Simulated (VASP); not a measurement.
# ZnS (Fm-3m) in VASP: further runs

Aim: see how the results for ZnS move with the level of theory and the settings. Levels: PBEsol+D3(BJ), PBEsol+D4, PBEsol. Tasks: single point.

All numbers are computed with VASP 6.6.1; they aren't measurements. Logs are shortened: lines on timing, memory, paths and dates and some standing lists are left out, and cuts for length are marked.

**1. The cell of the first run**

Symmetry: Fm-3m, No. 225, cubic system. Conventional cell: a = 5.062 Å, b = 5.062 Å, c = 5.062 Å, α = 90.00°, β = 90.00°, γ = 90.00°. Zn (site symmetry m-3m) has 6 S at 2.53 Å within 3.3 Å. S (site symmetry m-3m) has 6 Zn at 2.53 Å within 3.3 Å.

**2. Single point, PBEsol+D3(BJ)**

Contents of INCAR:

```
SYSTEM = ZnS
ALGO = Normal ; EDIFF = 1E-6
ENCUT = 500 ; GGA = PS
GGA_COMPAT = .FALSE. ; ISIF = 2
ISMEAR = -1 ; IVDW = 12
LASPH = .TRUE. ; LCHARG = .FALSE.
LREAL = .FALSE. ; LWAVE = .FALSE.
NBANDS = 16 ; NELM = 120
PREC = Accurate ; SIGMA = 0.02
```

Contents of KPOINTS:

```
k-points
0
G
  6 6 6
  0 0 0
```

Contents of POSCAR:

```
ZnS
1.0
    0.0000000000      2.5310227333      2.5310227333
    2.5310227333      0.0000000000      2.5310227333
    2.5310227333      2.5310227333      0.0000000000
Zn S
1 1
Direct
    0.0000000000      0.0000000000      0.0000000000
    0.5000000000      0.5000000000      0.5000000000
```

Potentials or basis: VASP PAW PBE potentials, release 64 (Zn, S).

Started as:

```bash
$ cat potpaw_PBE.64/Zn/POTCAR potpaw_PBE.64/S/POTCAR > POTCAR
$ mpirun -np 1 vasp_std > vasp.out
```

OUTCAR:

```text
SYSTEM = ZnS
   EDIFF = 1E-6
   ENCUT = 500
   GGA = PS
   ISIF = 2
   ISMEAR = -1
   IVDW = 12
   LASPH = .TRUE.
   LREAL = .FALSE.
   NELM = 120
   PREC = Accurate
 IVDW          = 12

 ion  position               nearest neighbor table
   1  0.000  0.000  0.000-   2 2.53   2 2.53   2 2.53   2 2.53   2 2.53   2 2.53
   2  0.500  0.500  0.500-   1 2.53   1 2.53   1 2.53   1 2.53   1 2.53   1 2.53

  LATTYP: Found a face centered cubic cell.
 ALAT       =     5.0620454666

  Lattice vectors:

 A1 = (   0.0000000000,   2.5310227333,   2.5310227333)
 A2 = (   2.5310227333,   0.0000000000,   2.5310227333)
 A3 = (   2.5310227333,   2.5310227333,   0.0000000000)

Analysis of symmetry for initial positions (statically):
=====================================================================
 Subroutine PRICEL returns:
 Original cell was already a primitive cell.

 Routine SETGRP: Setting up the symmetry group for a
 face centered cubic supercell.

 Subroutine GETGRP returns: Found 48 space group operations
 (whereof 48 operations were pure point group operations)
 out of a pool of 48 trial point group operations.

The static configuration has the point symmetry O_h .

Analysis of symmetry for dynamics (positions and initial velocities):
=====================================================================
 Subroutine PRICEL returns:
 Original cell was already a primitive cell.

 Routine SETGRP: Setting up the symmetry group for a
 face centered cubic supercell.

 Subroutine GETGRP returns: Found 48 space group operations
 (whereof 48 operations were pure point group operations)
 out of a pool of 48 trial point group operations.

The dynamic configuration has the point symmetry O_h .

 Subroutine INISYM returns: Found 48 space group operations
 (whereof 48 operations are pure point group operations),
 and found     1 'primitive' translations

----------------------------------------------------------------------------------------

                                     Primitive cell

  volume of cell :      32.4278

  direct lattice vectors                    reciprocal lattice vectors
     0.000000000  2.531022733  2.531022733    -0.197548601  0.197548601  0.197548601
     2.531022733  0.000000000  2.531022733     0.197548601 -0.197548601  0.197548601
     2.531022733  2.531022733  0.000000000     0.197548601  0.197548601 -0.197548601

  length of vectors
     3.579406676  3.579406676  3.579406676     0.342164214  0.342164214  0.342164214

  position of ions in fractional coordinates (direct lattice)
     0.000000000  0.000000000  0.000000000
     0.500000000  0.500000000  0.500000000

  ion indices of the primitive-cell ions
   primitive index   ion index
                 1           1
                 2           2

----------------------------------------------------------------------------------------

 KPOINTS: k-points

Automatic generation of k-mesh.
 Grid dimensions read from file:
 generate k-points for:    6    6    6

 Generating k-lattice:

  Cartesian coordinates                     Fractional coordinates (reciprocal lattice)
    -0.032924767  0.032924767  0.032924767     0.166666667  0.000000000  0.000000000
     0.032924767 -0.032924767  0.032924767     0.000000000  0.166666667  0.000000000
     0.032924767  0.032924767 -0.032924767     0.000000000  0.000000000  0.166666667

  Length of vectors
     0.057027369  0.057027369  0.057027369

  Shift w.r.t. Gamma in fractional coordinates (k-lattice)
     0.000000000  0.000000000  0.000000000

 Subroutine IBZKPT returns following result:
 ===========================================

 Found     16 irreducible k-points:

 Following reciprocal coordinates:
            Coordinates               Weight
  0.000000  0.000000  0.000000      1.000000
  0.166667  0.000000  0.000000      8.000000
  0.333333  0.000000  0.000000      8.000000
  0.500000  0.000000  0.000000      4.000000
  0.166667  0.166667  0.000000      6.000000
  0.333333  0.166667  0.000000     24.000000
[... 8 lines left out ...]
 -0.333333  0.333333  0.166667     24.000000
 -0.333333  0.500000  0.166667     12.000000
   k-points           NKPTS =     16   k-points in BZ     NKDIM =     16   number of bands    NBANDS=     16
   number of dos      NEDOS =    301   number of ions     NIONS =      2
   total plane-waves  NPLWV =  21952
   dimension x,y,z NGX =    28 NGY =   28 NGZ =   28
   dimension x,y,z NGXF=    56 NGYF=   56 NGZF=   56
   ions per type =               1   1
   NGX,Y,Z   is equivalent  to a cutoff of  13.00, 13.00, 13.00 a.u.
   NGXF,Y,Z  is equivalent  to a cutoff of  26.01, 26.01, 26.01 a.u.
 SYSTEM =  ZnS
   PREC   = accura    normal or accurate (medium, high low for compatibility)
   ISTART =      0    job   : 0-new  1-cont  2-samecut
   ICHARG =      2    charge: 1-file 2-atom 10-const
   ISPIN  =      1    spin polarized calculation?
   LNONCOLLINEAR =      F non collinear calculations
   LSORBIT =      F    spin-orbit coupling
   LASPH  =      T    aspherical Exc in radial PAW
   ENCUT  =  500.0 eV  36.75 Ry    6.06 a.u.   6.53  6.53  6.53*2*pi/ulx,y,z
   NELM   =    120;   NELMIN=  2; NELMDL= -5     # of ELM steps
   EDIFF  = 0.1E-05   stopping-criterion for ELM
   LREAL  =      F    real-space projection
   EDIFFG = 0.1E-04   stopping-criterion for IOM
   NSW    =      0    number of steps for IOM
   IBRION =     -1    ionic relax: 0-MD 1-quasi-New 2-CG
   NFREE  =      0    steps in history (QN), initial steepest desc. (CG)
   ISIF   =      2    stress and relaxation
   ISYM   =      2    0-nonsym 1-usesym 2-fastsym
   POTIM  = 0.5000    time-step for ionic-motion
   TEBEG  =    0.0;   TEEND  =   0.0 temperature during run
   PSTRESS=    0.0 pullay stress
   NELECT =      18.0000    total number of electrons
   NUPDOWN=      -1.0000    fix difference up-down
   EMIN   =  10.00;   EMAX   =-10.00  energy-range for DOS
   EFERMI =   0.00;   METHOD = LEGACY
   ISMEAR =    -1;   SIGMA  =   0.02  broadening in eV -4-tet -1-fermi 0-gaus
   EFERMI_NEDOS =   21; number of points for ismear=-14 and -15
   IALGO  =     38    algorithm
   IMIX   =      4    mixing-type and parameters
     AMIX     =   0.40;   BMIX     =  1.00
     AMIX_MAG =   1.60;   BMIX_MAG =  1.00
  volume/ion in A,a.u.               =      16.21       109.42
  Fermi-wavevector in a.u.,A,eV,Ry     =   1.345425  2.542485 24.628851  1.810169
  Thomas-Fermi vector in A             =   2.473339
   LORBIT       =      0    0 simple, 1 ext, 2 COOP (PROOUT), +10 PAW based schemes
   GGA     = PS    functional components
   LHFCALC =     F    Hartree Fock is set to
   AEXX    =    0.0000 exact exchange contribution
   IVDW    =    12    specifies the selected vdW correction
   LEPSILON=     F    determine dielectric tensor
   LRPA    =     F    only Hartree local field effects (RPA)
 non-spin polarized calculation
  energy-cutoff  :      500.00
  volume of cell :       32.43
 maximum number of plane-waves:       869
 NGX is ok and might be reduce to    28
   NGX = 13   NGY = 13   NGZ = 13

 number of electron      18.0000013 magnetization

 Free energy of the ion-electron system (eV)
  ---------------------------------------------------
  ext. energy  EPLUGINS =         0.00000000
  ---------------------------------------------------
  free energy    TOTEN  =        -7.03739738 eV

  energy without entropy =       -7.03611420  energy(sigma->0) =       -7.03675579

 E-fermi :   3.9886     XC(G=0): -11.0855

 val. band max:        3.9663322828   @ k =  -0.1667   0.1667   0.0000
 cond. band min:       5.0836934809   @ k =   0.3333   0.3333   0.0000
 fundamental gap:      1.1173611982
 Fermi energy:         3.9886043398

 k-point     1 :       0.0000    0.0000    0.0000
  band No.  band energies     occupation
      1     -10.0131      2.00000
      2      -2.3546      2.00000
      3      -2.3546      2.00000
      4      -2.3407      2.00000
      5      -2.3407      2.00000
      6      -2.3407      2.00000
[... 8 lines left out ...]
     15      15.5313      0.00000
     16      15.5313      0.00000

 k-point     2 :       0.1667    0.0000    0.0000
  band No.  band energies     occupation
      1      -9.6827      2.00000
      2      -2.4447      2.00000
      3      -2.4447      2.00000
      4      -2.3947      2.00000
      5      -2.2991      2.00000
      6      -2.2991      2.00000
[... 8 lines left out ...]
     15      14.1679      0.00000
     16      15.1520      0.00000

 k-point     3 :       0.3333    0.0000    0.0000
  band No.  band energies     occupation
      1      -8.8446      2.00000
      2      -2.7554      2.00000
      3      -2.6196      2.00000
      4      -2.6196      2.00000
      5      -2.2106      2.00000
      6      -2.2106      2.00000
[... 8 lines left out ...]
     15      16.1075      0.00000
     16      16.1075      0.00000

 k-point     4 :       0.5000    0.0000    0.0000
  band No.  band energies     occupation
      1      -8.2547      2.00000
      2      -3.3575      2.00000
      3      -2.7032      2.00000
      4      -2.7032      2.00000
      5      -2.1655      2.00000
      6      -2.1655      2.00000
[... 8 lines left out ...]
     15      18.1513      0.00000
     16      18.1513      0.00000
[... 172 lines left out ...]
 k-point    14 :       0.5000    0.3333    0.1667
  band No.  band energies     occupation
      1      -8.3547      2.00000
      2      -2.7766      2.00000
      3      -2.5401      2.00000
      4      -2.4699      2.00000
      5      -2.1884      2.00000
      6      -2.1222      2.00000
[... 8 lines left out ...]
     15      19.1650      0.00000
     16      19.9261      0.00000

 k-point    15 :      -0.3333    0.3333    0.1667
  band No.  band energies     occupation
      1      -8.0098      2.00000
      2      -2.7361      2.00000
      3      -2.5317      2.00000
      4      -2.4912      2.00000
      5      -2.1447      2.00000
      6      -2.0369      2.00000
[... 8 lines left out ...]
     15      17.3852      0.00000
     16      20.0482      0.00000

 k-point    16 :      -0.3333    0.5000    0.1667
  band No.  band energies     occupation
      1      -7.9598      2.00000
      2      -2.4995      2.00000
      3      -2.4897      2.00000
      4      -2.3602      2.00000
      5      -2.1120      2.00000
      6      -1.7743      2.00000
[... 8 lines left out ...]
     15      19.0705      0.00000
     16      20.0416      0.00000

------------------------ aborting loop because EDIFF is reached ----------------------------------------

 Edisp (eV)   -0.62606

 E8    (eV) :    -0.3822

  FORCE on cell =-STRESS in cart. coord.  units (eV):
  Direction    XX          YY          ZZ          XY          YZ          ZX
  --------------------------------------------------------------------------------------
  -------------------------------------------------------------------------------------
  Total      -1.07004    -1.07004    -1.07004     0.00000    -0.00000     0.00000
  in kB     -52.86802   -52.86802   -52.86802     0.00000    -0.00000     0.00000
  external pressure =      -52.87 kB  Pullay stress =        0.00 kB

 VOLUME and BASIS-vectors are now :
 -----------------------------------------------------------------------------
  energy-cutoff  :      500.00
  volume of cell :       32.43
      direct lattice vectors                 reciprocal lattice vectors
     0.000000000  2.531022733  2.531022733    -0.197548601  0.197548601  0.197548601
     2.531022733  0.000000000  2.531022733     0.197548601 -0.197548601  0.197548601
     2.531022733  2.531022733  0.000000000     0.197548601  0.197548601 -0.197548601

 POSITION                                       TOTAL-FORCE (eV/Angst)
 -----------------------------------------------------------------------------------
      0.00000      0.00000      0.00000         0.000000     -0.000000      0.000000
      2.53102      2.53102      2.53102        -0.000000      0.000000     -0.000000
 -----------------------------------------------------------------------------------
    total drift:                               -0.000000      0.000000      0.000000

  FREE ENERGIE OF THE ION-ELECTRON SYSTEM (eV)
  ---------------------------------------------------
  free  energy   TOTEN  =        -7.6634594992 eV

  energy  without entropy=       -7.6621763141  energy(sigma->0) =       -7.66281791
```

Wall time 5.9 s (1 thread of Intel Xeon 6975P-C (Granite Rapids), shared host); peak memory 0.16 GiB.

Results:

```yaml
Free_energy: -7.6635 eV
Pressure: -5.3 GPa
Band_gap_on_the_k_mesh: zero (band 9 reaches 3.97 eV, above the bottom of band 10 at 3.58 eV)
Dispersion_energy_per_atom: -0.313 eV
```

Levels at points of the mesh, in eV from the Fermi level:
| k point | band 5 | band 6 | band 7 | band 8 | band 9 | band 10 | band 11 | band 12 | band 13 | band 14 |
| --- | --- | --- | --- | --- | --- | --- | --- | --- | --- | --- |
| (0.00, 0.00, 0.00) | -6.33 | -6.33 | -0.63 | -0.63 | -0.63 | 1.84 | 8.96 | 8.96 | 8.96 | 11.54 |
| (0.50, 0.00, 0.00) | -6.15 | -6.15 | -5.44 | -0.11 | -0.11 | 3.71 | 5.46 | 5.46 | 7.51 | 13.25 |
| (0.50, 0.50, 0.00) | -6.10 | -5.66 | -5.43 | -2.63 | -2.63 | -0.41 | 5.24 | 11.83 | 12.37 | 12.37 |

Caveat: the PAW data sets were made with another functional, which shifts forces and pressure a little; pairwise dispersion overbinds metals, which lowers pressure and volume.

(Part 1 of 2 ends here.)
